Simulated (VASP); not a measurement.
# TaSi4W (F-43m) in VASP: notebook

Runs on TaSi4W. Level: PBE. Tasks: single point.

Program: VASP 6.6.1. These are calculated values, not measurements. Logs are shortened: lines on timing, memory, paths and dates and some standing lists are left out, and cuts for length are marked.

## Step 1: The cell of the first run

The structure is cubic, space group F-43m (No. 216). Conventional cell: a = 6.876 Å, b = 6.876 Å, c = 6.876 Å, α = 90.00°, β = 90.00°, γ = 90.00°. Ta (site symmetry -43m) has 12 Si at 2.85 Å and 4 W at 2.98 Å within 3.8 Å. Si (site symmetry 3m) has 6 Si at 2.42 to 2.44 Å and 3 W at 2.85 Å and 3 Ta at 2.85 Å within 3.2 Å. Within 3.8 Å of W (site symmetry -43m) lie 12 Si at 2.85 Å and 4 Ta at 2.98 Å.

The cell was generated, and may not be a known phase.

## Step 2: Single point, PBE

Contents of INCAR:

```
SYSTEM = TaSi4W
PREC = Accurate
ENCUT = 500
EDIFF = 1E-6
ISMEAR = 0
SIGMA = 0.2
LREAL = .FALSE.
LASPH = .TRUE.
NELM = 120
ALGO = Normal
ISIF = 2
LWAVE = .FALSE.
LCHARG = .TRUE.
GGA = PE
LELF = .TRUE.
LVHAR = .TRUE.
NBANDS = 30
GGA_COMPAT = .FALSE.
```

Contents of KPOINTS:

```
regular mesh
0
G
  4 4 4
  0 0 0
```

Contents of POSCAR:

```
TaSi4W
1.0
    0.0000000000      3.4378840097      3.4378840097
    3.4378840097      0.0000000000      3.4378840097
    3.4378840097      3.4378840097      0.0000000000
Ta Si W
1 4 1
Direct
    0.0000000000      0.0000000000      0.0000000000
    0.6245795438      0.6245795438      0.6245795438
    0.6245795438      0.6245795438      0.1262613686
    0.6245795438      0.1262613686      0.6245795438
    0.1262613686      0.6245795438      0.6245795438
    0.2500000000      0.2500000000      0.2500000000
```

Potentials or basis: VASP PAW PBE potentials, release 64 (Ta_pv, Si, W_sv).

Command:

```sh
> cat potpaw_PBE.64/Ta_pv/POTCAR potpaw_PBE.64/Si/POTCAR potpaw_PBE.64/W_sv/POTCAR > POTCAR
> mpirun -np 1 vasp_std > vasp.out
```

OUTCAR:

```text
SYSTEM = TaSi4W
   PREC = Accurate
   ENCUT = 500
   EDIFF = 1E-6
   ISMEAR = 0
   LREAL = .FALSE.
   LASPH = .TRUE.
   NELM = 120
   ISIF = 2
   GGA = PE

 ion  position               nearest neighbor table
   1  0.000  0.000  0.000-   3 2.85   4 2.85   5 2.85   2 2.85   2 2.85   2 2.85   3 2.85   3 2.85
                             5 2.85   5 2.85   4 2.85   4 2.85   6 2.98   6 2.98   6 2.98   6 2.98
   2  0.625  0.625  0.625-   3 2.42   4 2.42   5 2.42   5 2.44   4 2.44   3 2.44   6 2.85   6 2.85
                             6 2.85   1 2.85   1 2.85   1 2.85
   3  0.625  0.625  0.126-   2 2.42   4 2.42   5 2.42   4 2.44   5 2.44   2 2.44   6 2.85   6 2.85
                             6 2.85   1 2.85   1 2.85   1 2.85
   4  0.625  0.126  0.625-   2 2.42   3 2.42   5 2.42   5 2.44   3 2.44   2 2.44   6 2.85   6 2.85
                             6 2.85   1 2.85   1 2.85   1 2.85
   5  0.126  0.625  0.625-   2 2.42   3 2.42   4 2.42   4 2.44   3 2.44   2 2.44   6 2.85   6 2.85
                             6 2.85   1 2.85   1 2.85   1 2.85
   6  0.250  0.250  0.250-   4 2.85   5 2.85   3 2.85   5 2.85   3 2.85   4 2.85   2 2.85   2 2.85
                             2 2.85   3 2.85   4 2.85   5 2.85   1 2.98   1 2.98   1 2.98   1 2.98

  LATTYP: Found a face centered cubic cell.
 ALAT       =     6.8757680194

  Lattice vectors:

 A1 = (   0.0000000000,   3.4378840097,   3.4378840097)
 A2 = (   3.4378840097,   0.0000000000,   3.4378840097)
 A3 = (   3.4378840097,   3.4378840097,   0.0000000000)

Analysis of symmetry for initial positions (statically):
=====================================================================
 Subroutine PRICEL returns:
 Original cell was already a primitive cell.

 Routine SETGRP: Setting up the symmetry group for a
 face centered cubic supercell.

 Subroutine GETGRP returns: Found 24 space group operations
 (whereof 24 operations were pure point group operations)
 out of a pool of 48 trial point group operations.

The static configuration has the point symmetry T_d .

Analysis of symmetry for dynamics (positions and initial velocities):
=====================================================================
 Subroutine PRICEL returns:
 Original cell was already a primitive cell.

 Routine SETGRP: Setting up the symmetry group for a
 face centered cubic supercell.

 Subroutine GETGRP returns: Found 24 space group operations
 (whereof 24 operations were pure point group operations)
 out of a pool of 48 trial point group operations.

The dynamic configuration has the point symmetry T_d .

 Subroutine INISYM returns: Found 24 space group operations
 (whereof 24 operations are pure point group operations),
 and found     1 'primitive' translations

----------------------------------------------------------------------------------------

                                     Primitive cell

  volume of cell :      81.2650

  direct lattice vectors                    reciprocal lattice vectors
     0.000000000  3.437884010  3.437884010    -0.145438298  0.145438298  0.145438298
     3.437884010  0.000000000  3.437884010     0.145438298 -0.145438298  0.145438298
     3.437884010  3.437884010  0.000000000     0.145438298  0.145438298 -0.145438298

  length of vectors
     4.861902192  4.861902192  4.861902192     0.251906522  0.251906522  0.251906522

  position of ions in fractional coordinates (direct lattice)
     0.000000000  0.000000000  0.000000000
     0.624579544  0.624579544  0.624579544
     0.624579544  0.624579544  0.126261369
     0.624579544  0.126261369  0.624579544
     0.126261369  0.624579544  0.624579544
     0.250000000  0.250000000  0.250000000

  ion indices of the primitive-cell ions
   primitive index   ion index
                 1           1
                 2           2
                 3           3
                 4           4
                 5           5
                 6           6

----------------------------------------------------------------------------------------

 KPOINTS: regular mesh

Automatic generation of k-mesh.
 Grid dimensions read from file:
 generate k-points for:    4    4    4

 Generating k-lattice:

  Cartesian coordinates                     Fractional coordinates (reciprocal lattice)
    -0.036359575  0.036359575  0.036359575     0.250000000  0.000000000  0.000000000
     0.036359575 -0.036359575  0.036359575     0.000000000  0.250000000  0.000000000
     0.036359575  0.036359575 -0.036359575     0.000000000  0.000000000  0.250000000

  Length of vectors
     0.062976630  0.062976630  0.062976630

  Shift w.r.t. Gamma in fractional coordinates (k-lattice)
     0.000000000  0.000000000  0.000000000

 Subroutine IBZKPT returns following result:
 ===========================================

 Found      8 irreducible k-points:

 Following reciprocal coordinates:
            Coordinates               Weight
  0.000000  0.000000  0.000000      1.000000
  0.250000  0.000000  0.000000      8.000000
  0.500000  0.000000  0.000000      4.000000
  0.250000  0.250000  0.000000      6.000000
  0.500000  0.250000  0.000000     24.000000
 -0.250000  0.250000  0.000000     12.000000
  0.500000  0.500000  0.000000      3.000000
 -0.250000  0.500000  0.250000      6.000000
   k-points           NKPTS =      8   k-points in BZ     NKDIM =      8   number of bands    NBANDS=     30
   number of dos      NEDOS =    301   number of ions     NIONS =      6
   total plane-waves  NPLWV =  46656
   dimension x,y,z NGX =    36 NGY =   36 NGZ =   36
   dimension x,y,z NGXF=    72 NGYF=   72 NGZF=   72
   ions per type =               1   4   1
   NGX,Y,Z   is equivalent  to a cutoff of  12.31, 12.31, 12.31 a.u.
   NGXF,Y,Z  is equivalent  to a cutoff of  24.62, 24.62, 24.62 a.u.
 SYSTEM =  TaSi4W
   PREC   = accura    normal or accurate (medium, high low for compatibility)
   ISTART =      0    job   : 0-new  1-cont  2-samecut
   ICHARG =      2    charge: 1-file 2-atom 10-const
   ISPIN  =      1    spin polarized calculation?
   LNONCOLLINEAR =      F non collinear calculations
   LSORBIT =      F    spin-orbit coupling
   LASPH  =      T    aspherical Exc in radial PAW
   ENCUT  =  500.0 eV  36.75 Ry    6.06 a.u.   8.86  8.86  8.86*2*pi/ulx,y,z
   NELM   =    120;   NELMIN=  2; NELMDL= -5     # of ELM steps
   EDIFF  = 0.1E-05   stopping-criterion for ELM
   LREAL  =      F    real-space projection
[... 7 lines left out ...]
   TEBEG  =    0.0;   TEEND  =   0.0 temperature during run
   PSTRESS=    0.0 pullay stress
   NELECT =      41.0000    total number of electrons
   NUPDOWN=      -1.0000    fix difference up-down
   EMIN   =  10.00;   EMAX   =-10.00  energy-range for DOS
   EFERMI =   0.00;   METHOD = LEGACY
   ISMEAR =     0;   SIGMA  =   0.20  broadening in eV -4-tet -1-fermi 0-gaus
   EFERMI_NEDOS =   21; number of points for ismear=-14 and -15
   IALGO  =     38    algorithm
   IMIX   =      4    mixing-type and parameters
     AMIX     =   0.40;   BMIX     =  1.00
     AMIX_MAG =   1.60;   BMIX_MAG =  1.00
  volume/ion in A,a.u.               =      13.54        91.40
  Fermi-wavevector in a.u.,A,eV,Ry     =   1.303271  2.462826 23.109721  1.698517
  Thomas-Fermi vector in A             =   2.434285
   LORBIT       =      0    0 simple, 1 ext, 2 COOP (PROOUT), +10 PAW based schemes
   GGA     = PE    functional components
   LHFCALC =     F    Hartree Fock is set to
   AEXX    =    0.0000 exact exchange contribution
   IVDW    =     0    specifies the selected vdW correction
   LEPSILON=     F    determine dielectric tensor
   LRPA    =     F    only Hartree local field effects (RPA)
 non-spin polarized calculation
 Gauss-broadening in eV      SIGMA  =   0.20
  energy-cutoff  :      500.00
  volume of cell :       81.27
 maximum number of plane-waves:      2085
   NGX = 17   NGY = 17   NGZ = 17

 number of electron      41.0000002 magnetization

 Free energy of the ion-electron system (eV)
  ---------------------------------------------------
  ext. energy  EPLUGINS =         0.00000000
  ---------------------------------------------------
  free energy    TOTEN  =       -44.45265518 eV

  energy without entropy =      -44.34873360  energy(sigma->0) =      -44.40069439

 E-fermi :  11.4312     XC(G=0): -12.4692

 val. band max:       11.3566584739   @ k =   0.5000   0.2500   0.0000
 cond. band min:      11.4578563890   @ k =   0.2500   0.2500   0.0000
 fundamental gap:      0.1011979151
 Fermi energy:        11.4311930645

 k-point     1 :       0.0000    0.0000    0.0000
  band No.  band energies     occupation
      1     -62.8989      2.00000
      2     -27.1251      2.00000
      3     -27.1251      2.00000
      4     -27.1251      2.00000
      5     -23.2794      2.00000
      6     -23.2794      2.00000
[... 22 lines left out ...]
     29      15.7986      0.00000
     30      17.2456      0.00000

 k-point     2 :       0.2500    0.0000    0.0000
  band No.  band energies     occupation
      1     -62.8989      2.00000
      2     -27.1264      2.00000
      3     -27.1260      2.00000
      4     -27.1260      2.00000
      5     -23.2826      2.00000
      6     -23.2785      2.00000
[... 22 lines left out ...]
     29      16.2615      0.00000
     30      16.8039      0.00000

 k-point     3 :       0.5000    0.0000    0.0000
  band No.  band energies     occupation
      1     -62.8989      2.00000
      2     -27.1278      2.00000
      3     -27.1270      2.00000
      4     -27.1270      2.00000
      5     -23.2857      2.00000
      6     -23.2776      2.00000
[... 22 lines left out ...]
     29      14.3098      0.00000
     30      16.0698      0.00000

 k-point     4 :       0.2500    0.2500    0.0000
  band No.  band energies     occupation
      1     -62.8989      2.00000
      2     -27.1273      2.00000
      3     -27.1273      2.00000
      4     -27.1249      2.00000
      5     -23.2848      2.00000
      6     -23.2776      2.00000
[... 88 lines left out ...]
     29      15.8169      0.00000
     30      16.1879      0.00000

 k-point     7 :       0.5000    0.5000    0.0000
  band No.  band energies     occupation
      1     -62.8989      2.00000
      2     -27.1296      2.00000
      3     -27.1296      2.00000
      4     -27.1247      2.00000
      5     -23.2901      2.00000
      6     -23.2759      2.00000
[... 22 lines left out ...]
     29      15.5053      0.00000
     30      16.4684      0.00000

 k-point     8 :      -0.2500    0.5000    0.2500
  band No.  band energies     occupation
      1     -62.8989      2.00000
      2     -27.1309      2.00000
      3     -27.1296      2.00000
      4     -27.1235      2.00000
      5     -23.2874      2.00000
      6     -23.2785      2.00000
[... 22 lines left out ...]
     29      15.6896      0.00000
     30      17.6339      0.00000

------------------------ aborting loop because EDIFF is reached ----------------------------------------

  FORCE on cell =-STRESS in cart. coord.  units (eV):
  Direction    XX          YY          ZZ          XY          YZ          ZX
  --------------------------------------------------------------------------------------
  -------------------------------------------------------------------------------------
  Total        0.3562482      0.3562482      0.3562482      0.0000000      0.0000000     -0.0000000
  in kB        7.0235965      7.0235965      7.0235965      0.0000000      0.0000000     -0.0000000
  external PRESSURE =       7.0235965 kB  Pullay stress =       0.0000000 kB

 VOLUME and BASIS-vectors are now :
 -----------------------------------------------------------------------------
  energy-cutoff  :      500.00
  volume of cell :       81.27
      direct lattice vectors                 reciprocal lattice vectors
     0.000000000  3.437884010  3.437884010    -0.145438298  0.145438298  0.145438298
     3.437884010  0.000000000  3.437884010     0.145438298 -0.145438298  0.145438298
     3.437884010  3.437884010  0.000000000     0.145438298  0.145438298 -0.145438298

 POSITION                                       TOTAL-FORCE (eV/Angst)
 -----------------------------------------------------------------------------------
      0.00000      0.00000      0.00000         0.000000      0.000000     -0.000000
      4.29446      4.29446      4.29446         0.028462      0.028462      0.028462
      2.58130      2.58130      4.29446        -0.028462     -0.028462      0.028462
      2.58130      4.29446      2.58130        -0.028462      0.028462     -0.028462
      4.29446      2.58130      2.58130         0.028462     -0.028462     -0.028462
      1.71894      1.71894      1.71894         0.000000      0.000000     -0.000000
 -----------------------------------------------------------------------------------
    total drift:                                0.000000      0.000000      0.000000

  FREE ENERGIE OF THE ION-ELECTRON SYSTEM (eV)
  ---------------------------------------------------
  free  energy   TOTEN  =       -44.4526551756 eV

  energy  without entropy=      -44.3487335953  energy(sigma->0) =      -44.40069439
```

It took 15 s on 1 thread of Intel Xeon Platinum 8488C (Sapphire Rapids), shared host; peak memory 0.21 GiB.

What came out:

```yaml
Free_energy: -44.4527 eV
Pressure: 0.7 GPa
Largest_force: 0.049 eV/Å
Band_gap_on_the_k_mesh: zero (an odd number of electrons rules out a gap without spin polarisation)
```

Forces on the atoms (eV/Å):
```
Ta   0.000  0.000  0.000
Si   0.028  0.028  0.028
Si  -0.028 -0.028  0.028
Si  -0.028  0.028 -0.028
Si   0.028 -0.028 -0.028
W    0.000  0.000  0.000
```

Caveat: the k points lie up to 0.40 Å⁻¹ apart, too coarse for converged energies and pressures of a metal; spin-orbit coupling is left out, which moves the levels of the heavy elements; an odd number of electrons without spin polarisation forces a metal; a magnetic or distorted state may lie lower.

(Continued in part 2 of 2.)

The gap in the log of VASP goes by the Fermi energy; the results here count the filled bands.